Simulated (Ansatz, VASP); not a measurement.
**VN: VASP beside Ansatz**

```xyz
2
Lattice="0.0000 2.0365 2.0365 2.0365 0.0000 2.0365 2.0365 2.0365 0.0000" Properties=species:S:1:pos:R:3 pbc="T T T"
V     2.0365    2.0365    2.0365
N     0.0000    0.0000    0.0000
```

Alike in both runs: functional PBEsol; k mesh 18 × 18 × 18; occupations gaussian, width 0.1 eV; no spin polarisation.

Ansatz relaxed the structure, and its values are those at the end. VASP's run is a single point on that final structure, the one shown.

|  | VASP | Ansatz |
| --- | --- | --- |
| version | VASP 6.6.1 | Ansatz 0.2.0 |
| potentials or method | VASP PAW PBE potentials, release 64 (V_sv, N), cutoff 600 eV | scalar-relativistic, plane waves, PAW |
| valence electrons in the cell | 18 | 18 |

Ansatz gave:

| Item | Value |
| --- | --- |
| gap on the k mesh at the Fermi level (eV) | none |
| pressure (GPa) | 0.0 |

**Question.** Which values does VASP return?

**Answer.** gap on the k mesh at the Fermi level (eV): none; pressure (GPa): 0.5.

VASP's potentials were made for PBE, not for PBEsol. A gap of «none» marks a metal or a gap that the smearing closes.
